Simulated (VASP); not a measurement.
# Au (P6_3/mmc) in VASP: further runs

Au is run at these levels: BLYP; tasks: single point.

Program: VASP 6.6.1. These are calculated values, not measurements. Logs are shortened: lines on timing, memory, paths and dates and some standing lists are left out, and cuts for length are marked.

## Step 1: The cell of the first run

The structure is hexagonal, space group P6_3/mmc (No. 194). Conventional cell: a = 2.980 Å, b = 2.980 Å, c = 5.069 Å, α = 90.00°, β = 90.00°, γ = 120.00°. Au (site symmetry -6m2) has 12 Au at 2.98 to 3.06 Å within 3.9 Å.

## Step 2: Single point, BLYP

File INCAR:

```
AGGAC = 1.0 ; AGGAX = 1.0
ALDAC = 0.0 ; ALDAX = 1.0
ALGO = Normal ; EDIFF = 1E-7
ENCUT = 520 ; GGA = B5
ISIF = 2 ; ISMEAR = -1
LASPH = True ; LCHARG = False
LREAL = False ; LWAVE = False
NBANDS = 18 ; NELM = 100
PREC = Accurate ; SIGMA = 0.1
```

File KPOINTS:

```
k-points
0
Gamma
  13 13 7
```

File POSCAR:

```
Au
1.0
    2.9797605565      0.0000000000      0.0000000000
   -1.4898802782      2.5805483391      0.0000000000
    0.0000000000      0.0000000000      5.0685227568
Au
2
Direct
    0.3333333333      0.6666666667      0.2500000000
    0.6666666667      0.3333333333      0.7500000000
```

Potentials or basis: VASP PAW PBE potentials, release 64 (Au).

Command:

```
$ cat potpaw_PBE.64/Au/POTCAR > POTCAR
$ mpirun -np 1 vasp_std > vasp.out
```

OUTCAR:

```text
EDIFF = 1E-7
   ENCUT = 520
   GGA = B5
   ISIF = 2
   ISMEAR = -1
   LASPH = True
   LREAL = False
   NELM = 100
   PREC = Accurate

 ion  position               nearest neighbor table
   1  0.333  0.667  0.250-   2 3.06   2 3.06   2 3.06   2 3.06   2 3.06   2 3.06
   2  0.667  0.333  0.750-   1 3.06   1 3.06   1 3.06   1 3.06   1 3.06   1 3.06

  LATTYP: Found a hexagonal cell.
 ALAT       =     2.9797605565
 C/A-ratio  =     1.7009832370

  Lattice vectors:

 A1 = (   2.9797605565,   0.0000000000,   0.0000000000)
 A2 = (  -1.4898802782,   2.5805483391,   0.0000000000)
 A3 = (   0.0000000000,   0.0000000000,   5.0685227568)

Analysis of symmetry for initial positions (statically):
=====================================================================
 Subroutine PRICEL returns:
 Original cell was already a primitive cell.

 Routine SETGRP: Setting up the symmetry group for a
 hexagonal supercell.

 Subroutine GETGRP returns: Found 24 space group operations
 (whereof 12 operations were pure point group operations)
 out of a pool of 24 trial point group operations.

The static configuration has the point symmetry D_3d.
 The point group associated with its full space group is D_6h.

Analysis of symmetry for dynamics (positions and initial velocities):
=====================================================================
 Subroutine PRICEL returns:
 Original cell was already a primitive cell.

 Routine SETGRP: Setting up the symmetry group for a
 hexagonal supercell.

 Subroutine GETGRP returns: Found 24 space group operations
 (whereof 12 operations were pure point group operations)
 out of a pool of 24 trial point group operations.

The dynamic configuration has the point symmetry D_3d.
 The point group associated with its full space group is D_6h.

 Subroutine INISYM returns: Found 24 space group operations
 (whereof 12 operations are pure point group operations),
 and found     1 'primitive' translations

----------------------------------------------------------------------------------------

                                     Primitive cell

  volume of cell :      38.9740

  direct lattice vectors                    reciprocal lattice vectors
     2.979760557  0.000000000  0.000000000     0.335597435  0.193757269  0.000000000
[... 81 lines left out ...]
   LNONCOLLINEAR =      F non collinear calculations
   LSORBIT =      F    spin-orbit coupling
   LASPH  =      T    aspherical Exc in radial PAW
   ENCUT  =  520.0 eV  38.22 Ry    6.18 a.u.   5.54  5.54  9.42*2*pi/ulx,y,z
   NELM   =    100;   NELMIN=  2; NELMDL= -5     # of ELM steps
   EDIFF  = 0.1E-06   stopping-criterion for ELM
   LREAL  =      F    real-space projection
   EDIFFG = 0.1E-05   stopping-criterion for IOM
   NSW    =      0    number of steps for IOM
   IBRION =     -1    ionic relax: 0-MD 1-quasi-New 2-CG
   NFREE  =      0    steps in history (QN), initial steepest desc. (CG)
   ISIF   =      2    stress and relaxation
   ISYM   =      2    0-nonsym 1-usesym 2-fastsym
   POTIM  = 0.5000    time-step for ionic-motion
   TEBEG  =    0.0;   TEEND  =   0.0 temperature during run
   PSTRESS=    0.0 pullay stress
   NELECT =      22.0000    total number of electrons
   NUPDOWN=      -1.0000    fix difference up-down
   EMIN   =  10.00;   EMAX   =-10.00  energy-range for DOS
   EFERMI =   0.00;   METHOD = LEGACY
   ISMEAR =    -1;   SIGMA  =   0.10  broadening in eV -4-tet -1-fermi 0-gaus
   EFERMI_NEDOS =   21; number of points for ismear=-14 and -15
   IALGO  =     38    algorithm
   IMIX   =      4    mixing-type and parameters
     AMIX     =   0.40;   BMIX     =  1.00
     AMIX_MAG =   1.60;   BMIX_MAG =  1.00
  volume/ion in A,a.u.               =      19.49       131.50
  Fermi-wavevector in a.u.,A,eV,Ry     =   1.352978  2.556758 24.906145  1.830550
  Thomas-Fermi vector in A             =   2.480272
   LORBIT       =      0    0 simple, 1 ext, 2 COOP (PROOUT), +10 PAW based schemes
   GGA     = B5    functional components
   LHFCALC =     F    Hartree Fock is set to
   AEXX    =    0.0000 exact exchange contribution
   IVDW    =     0    specifies the selected vdW correction
   LEPSILON=     F    determine dielectric tensor
   LRPA    =     F    only Hartree local field effects (RPA)
 non-spin polarized calculation
  energy-cutoff  :      520.00
  volume of cell :       38.97
 maximum number of plane-waves:      1075
 NGX is ok and might be reduce to    24
   NGX = 11   NGY = 11   NGZ = 19

 number of electron      22.0000002 magnetization

 Free energy of the ion-electron system (eV)
  ---------------------------------------------------
  ext. energy  EPLUGINS =         0.00000000
  ---------------------------------------------------
  free energy    TOTEN  =        -4.92110486 eV

  energy without entropy =       -4.90519492  energy(sigma->0) =       -4.91314989

 E-fermi :   7.8996     XC(G=0): -11.3022

 val. band max:        7.8053042427   @ k =   0.4615   0.0000   0.0000
 cond. band min:       7.9016711224   @ k =   0.1538  -0.0000   0.1429
 fundamental gap:      0.0963668797
 Fermi energy:         7.8995695745

 k-point     1 :       0.0000    0.0000    0.0000
  band No.  band energies     occupation
      1      -0.5078      2.00000
      2       1.6319      2.00000
      3       3.6640      2.00000
      4       3.9491      2.00000
      5       3.9491      2.00000
      6       4.1765      2.00000
[... 481 lines left out ...]
      5       3.9592      2.00000
      6       4.2855      2.00000
[... 10 lines left out ...]
     17      24.2405      0.00000
     18      24.5278      0.00000

 [... further k-points ...]

------------------------ aborting loop because EDIFF is reached ----------------------------------------

  FORCE on cell =-STRESS in cart. coord.  units (eV):
  Direction    XX          YY          ZZ          XY          YZ          ZX
  --------------------------------------------------------------------------------------
  -------------------------------------------------------------------------------------
  Total        0.1043970      0.1043970      0.0864023      0.0000000     -0.0000000      0.0000000
  in kB        4.2916468      4.2916468      3.5519022      0.0000000     -0.0000000      0.0000000
  external PRESSURE =       4.0450653 kB  Pullay stress =       0.0000000 kB

 VOLUME and BASIS-vectors are now :
 -----------------------------------------------------------------------------
  energy-cutoff  :      520.00
  volume of cell :       38.97
      direct lattice vectors                 reciprocal lattice vectors
     2.979760557  0.000000000  0.000000000     0.335597435  0.193757269  0.000000000
    -1.489880278  2.580548339  0.000000000     0.000000000  0.387514539  0.000000000
     0.000000000  0.000000000  5.068522757     0.000000000  0.000000000  0.197296145

 POSITION                                       TOTAL-FORCE (eV/Angst)
 -----------------------------------------------------------------------------------
     -0.00000      1.72037      1.26713        -0.000000      0.000000      0.000000
      1.48988      0.86018      3.80139         0.000000     -0.000000      0.000000
 -----------------------------------------------------------------------------------
    total drift:                               -0.000000      0.000000     -0.000000

  FREE ENERGIE OF THE ION-ELECTRON SYSTEM (eV)
  ---------------------------------------------------
  free  energy   TOTEN  =        -4.9211048594 eV

  energy  without entropy=       -4.9051949245  energy(sigma->0) =       -4.91314989
```

OSZICAR:

```text
N       E                     dE             d eps       ncg     rms          rms(c)
DAV:   1     0.123359472115E+03    0.12336E+03   -0.11569E+04  3032   0.117E+03
DAV:   2    -0.339794794416E+01   -0.12676E+03   -0.12045E+03  3226   0.252E+02
DAV:   3    -0.547956650668E+01   -0.20816E+01   -0.20703E+01  3598   0.326E+01
DAV:   4    -0.548927520033E+01   -0.97087E-02   -0.97077E-02  3378   0.238E+00
DAV:   5    -0.548938039117E+01   -0.10519E-03   -0.10519E-03  3446   0.264E-01    0.851E+00
DAV:   6    -0.494754204138E+01    0.54184E+00   -0.11859E+00  3128   0.957E+00    0.543E+00
DAV:   7    -0.492457407861E+01    0.22968E-01   -0.55424E-02  3376   0.202E+00    0.290E+00
DAV:   8    -0.492110577162E+01    0.34683E-02   -0.25912E-03  3232   0.418E-01    0.265E-01
DAV:   9    -0.492109343016E+01    0.12341E-04   -0.21131E-05  3422   0.391E-02    0.200E-02
DAV:  10    -0.492110516049E+01   -0.11730E-04   -0.88965E-06  3276   0.286E-02    0.124E-02
DAV:  11    -0.492110482210E+01    0.33838E-06   -0.53805E-08  2606   0.161E-03    0.632E-04
DAV:  12    -0.492110485940E+01   -0.37297E-07   -0.17873E-08  1684   0.119E-03
   1 F= -.49211049E+01 E0= -.49131499E+01  d E =-.159099E-01
```

stdout:

```text
POSCAR found type information on POSCAR Au
 POSCAR found :  1 types and       2 ions
 scaLAPACK will be used
 -----------------------------------------------------------------------------
|                                                                             |
|                                                                             |
|     You enforced a specific xc type in the INCAR file but a different       |
|     I HOPE YOU KNOW WHAT YOU ARE DOING!                                     |
|                                                                             |
 -----------------------------------------------------------------------------

 LDA part: xc-table for (Slater(with rela. corr.)+VWN5), standard interpolation
 POSCAR, INCAR and KPOINTS ok, starting setup
 FFT: planning ... GRIDC
 FFT: planning ... GRID_SOFT
 FFT: planning ... GRID
 WAVECAR not read
 entering main loop
```

It took 38 s on 1 thread of Intel Xeon Platinum 8488C (Sapphire Rapids), shared host; peak memory 0.19 GiB.

Results:

```yaml
Free_energy: -4.9211 eV
Pressure: 0.4 GPa
Band_gap_on_the_k_mesh: zero (band 11 reaches 10.66 eV, above the bottom of band 12 at 5.58 eV)
```

Caveat: the PAW data sets were made with another functional, which shifts forces and pressure a little; spin-orbit coupling is left out, which moves the levels of the heavy elements.

## Step 3: Single point, BLYP (volume scaled by 0.96)

File INCAR:

```
SYSTEM = Au
AGGAC = 1.0
AGGAX = 1.0
ALDAC = 0.0
ALDAX = 1.0
ALGO = Normal
EDIFF = 1E-7
ENCUT = 520
GGA = B5
ISIF = 2
ISMEAR = -1
LASPH = .TRUE.
LCHARG = .FALSE.
LREAL = .FALSE.
LWAVE = .FALSE.
NBANDS = 18
NELM = 60
PREC = Accurate
SIGMA = 0.1
```

File KPOINTS:

```
k-points
0
G
  14 14 7
  0 0 0
```

File POSCAR:

```
Au
1.0
    2.9394885852      0.0000000000      0.0000000000
   -1.4697442926      2.5456717889      0.0000000000
    0.0000000000      0.0000000000      5.0000208087
Au
2
Direct
    0.3333333333      0.6666666667      0.2500000000
    0.6666666667      0.3333333333      0.7500000000
```

Potentials or basis: VASP PAW PBE potentials, release 64 (Au).

Command:

```
$ cat potpaw_PBE.64/Au/POTCAR > POTCAR
$ mpirun -np 1 vasp_std > vasp.out
```

OUTCAR:

```text
SYSTEM = Au
   EDIFF = 1E-7
   ENCUT = 520
   GGA = B5
   ISIF = 2
   ISMEAR = -1
   LASPH = .TRUE.
   LREAL = .FALSE.
   NELM = 60
   PREC = Accurate

 ion  position               nearest neighbor table
   1  0.333  0.667  0.250-   2 3.02   2 3.02   2 3.02   2 3.02   2 3.02   2 3.02
   2  0.667  0.333  0.750-   1 3.02   1 3.02   1 3.02   1 3.02   1 3.02   1 3.02

  LATTYP: Found a hexagonal cell.
 ALAT       =     2.9394885852
 C/A-ratio  =     1.7009832370

  Lattice vectors:

 A1 = (   2.9394885852,   0.0000000000,   0.0000000000)
 A2 = (  -1.4697442926,   2.5456717889,   0.0000000000)
 A3 = (   0.0000000000,   0.0000000000,   5.0000208087)

Analysis of symmetry for initial positions (statically):
=====================================================================
 Subroutine PRICEL returns:
 Original cell was already a primitive cell.

 Routine SETGRP: Setting up the symmetry group for a
 hexagonal supercell.

 Subroutine GETGRP returns: Found 24 space group operations
 (whereof 12 operations were pure point group operations)
 out of a pool of 24 trial point group operations.

The static configuration has the point symmetry D_3d.
[... 162 lines left out ...]

 E-fermi :   8.6122     XC(G=0): -11.5306

 val. band max:        8.5869361020   @ k =   0.0714   0.0000   0.0000
 cond. band min:       8.6179290283   @ k =   0.3571   0.0714   0.4286
 fundamental gap:      0.0309929263
 Fermi energy:         8.6121684650

 k-point     1 :       0.0000    0.0000    0.0000
  band No.  band energies     occupation
      1      -0.2798      2.00000
      2       1.9187      2.00000
      3       4.0736      2.00000
      4       4.3773      2.00000
      5       4.3773      2.00000
      6       4.6233      2.00000
[... 481 lines left out ...]
      5       4.2512      2.00000
      6       4.3612      2.00000
[... 10 lines left out ...]
     17      19.0410      0.00000
     18      19.3451      0.00000

 [... further k-points ...]

------------------------ aborting loop because EDIFF is reached ----------------------------------------

  FORCE on cell =-STRESS in cart. coord.  units (eV):
  Direction    XX          YY          ZZ          XY          YZ          ZX
  --------------------------------------------------------------------------------------
  -------------------------------------------------------------------------------------
  Total        1.3503889      1.3503889      1.1350174      0.0000000     -0.0000000      0.0000000
  in kB       57.8260393     57.8260393     48.6034492      0.0000000     -0.0000000      0.0000000
  external PRESSURE =      54.7518426 kB  Pullay stress =       0.0000000 kB

 VOLUME and BASIS-vectors are now :
 -----------------------------------------------------------------------------
  energy-cutoff  :      520.00
  volume of cell :       37.42
      direct lattice vectors                 reciprocal lattice vectors
     2.939488585  0.000000000  0.000000000     0.340195232  0.196411809  0.000000000
    -1.469744293  2.545671789  0.000000000     0.000000000  0.392823617  0.000000000
     0.000000000  0.000000000  5.000020809     0.000000000  0.000000000  0.199999168

 POSITION                                       TOTAL-FORCE (eV/Angst)
 -----------------------------------------------------------------------------------
     -0.00000      1.69711      1.25001        -0.000000     -0.000000      0.000000
      1.46974      0.84856      3.75002         0.000000      0.000000      0.000000
 -----------------------------------------------------------------------------------
    total drift:                               -0.000000      0.000000     -0.000000

  FREE ENERGIE OF THE ION-ELECTRON SYSTEM (eV)
  ---------------------------------------------------
  free  energy   TOTEN  =        -4.8750536959 eV

  energy  without entropy=       -4.8480776343  energy(sigma->0) =       -4.86156567
```

Run time: 39 s. Hardware: 1 thread of Intel Xeon Platinum 8488C (Sapphire Rapids), shared host; peak memory 0.19 GiB.

Results:

```yaml
Free_energy: -4.8751 eV
Pressure: 5.5 GPa
Band_gap_on_the_k_mesh: zero (band 11 reaches 11.71 eV, above the bottom of band 12 at 6.13 eV)
```

Levels at points of the mesh, in eV from the Fermi level:
| k point | band 7 | band 8 | band 9 | band 10 | band 11 | band 12 | band 13 | band 14 | band 15 | band 16 |
| --- | --- | --- | --- | --- | --- | --- | --- | --- | --- | --- |
| (0.00, 0.00, 0.00) | -3.99 | -3.32 | -3.32 | -2.20 | -2.20 | -0.64 | 2.00 | 14.96 | 15.52 | 16.83 |
| (0.50, 0.00, 0.00) | -3.29 | -2.04 | -1.89 | -1.74 | 0.43 | 1.38 | 5.41 | 6.52 | 6.97 | 10.20 |

Caveat: the PAW data sets were made with another functional, which shifts forces and pressure a little; spin-orbit coupling is left out, which moves the levels of the heavy elements.

## Step 4: Single point, BLYP

File INCAR:

```
SYSTEM = Au
PREC     = Accurate       ! precision mode
ENCUT    = 520            ! plane-wave cutoff, eV
EDIFF    = 1E-6           ! SCF threshold, eV
ISMEAR   = -1             ! smearing method
SIGMA    = 0.1            ! smearing width, eV
LREAL    = .FALSE.        ! projectors in reciprocal space
LASPH    = .TRUE.         ! aspherical terms in the spheres
NELM     = 60             ! most SCF steps
ALGO     = Normal         ! electronic algorithm
ISIF     = 2              ! what is computed and relaxed
LWAVE    = .FALSE.        ! write WAVECAR
LCHARG   = .FALSE.        ! write CHGCAR
GGA      = B5             ! functional
ALDAX    = 1.0          
AGGAX    = 1.0          
AGGAC    = 1.0          
ALDAC    = 0.0          
NBANDS   = 18             ! bands
```

File KPOINTS:

```
regular mesh
0
G
  14 14 7
  0 0 0
```

File POSCAR:

```
Au
1.0
    2.9797605565      0.0000000000      0.0000000000
   -1.4898802782      2.5805483391      0.0000000000
    0.0000000000      0.0000000000      5.0685227568
Au
2
Direct
    0.3333333333      0.6666666667      0.2500000000
    0.6666666667      0.3333333333      0.7500000000
```

Command:

```
$ cat potpaw_PBE.64/Au/POTCAR > POTCAR
$ mpirun -np 1 vasp_std > vasp.out
```

Run time: 32 s. Hardware: 1 thread of Intel Xeon Platinum 8488C (Sapphire Rapids), shared host; peak memory 0.19 GiB.

It converged, with:

```yaml
Free_energy: -4.9047 eV
Pressure: 0.6 GPa
Band_gap_on_the_k_mesh: zero (band 11 reaches 10.96 eV, above the bottom of band 12 at 5.58 eV)
```

Stress tensor (GPa, compression positive):
```
0.80 0.00 0.00
0.00 0.80 0.00
0.00 0.00 0.33
```

Levels at points of the mesh, in eV from the Fermi level:
```
           k point  band 8  band 9  band 10  band 11  band 12  band 13  band 14  band 15
(0.00, 0.00, 0.00)   -3.19   -3.19    -2.15    -2.15    -0.46     1.83    14.95    15.44
(0.50, 0.00, 0.00)   -2.00   -1.86    -1.73     0.44     1.29     5.31     6.24     6.84
```

Caveat: the PAW data sets were made with another functional, which shifts forces and pressure a little; spin-orbit coupling is left out, which moves the levels of the heavy elements.

## Step 5: Overview

| cell | k mesh | gap on the mesh (eV) | pressure (GPa) |
| --- | --- | --- | --- |
| a = 2.980, b = 2.980, c = 5.069 Å, angles 90.0, 90.0, 120.0°, 2 atoms | 13 × 13 × 7 | none | 0.4 |
| a = 2.939, b = 2.939, c = 5.000 Å, angles 90.0, 90.0, 120.0°, 2 atoms | 14 × 14 × 7 | none | 5.5 |
| a = 2.980, b = 2.980, c = 5.069 Å, angles 90.0, 90.0, 120.0°, 2 atoms | 14 × 14 × 7 | none | 0.6 |

Alike in all rows: task single point; level BLYP; potentials or basis VASP PAW PBE potentials, release 64 (Au); no spin polarisation; cutoff (eV) 520; smearing fermi-dirac 0.1 eV.

Caveats: the PAW data sets were made with another functional, which shifts forces and pressure a little; spin-orbit coupling is left out, which moves the levels of the heavy elements.

Total energies depend on the potentials used, so only differences within one code and one set of settings carry meaning.
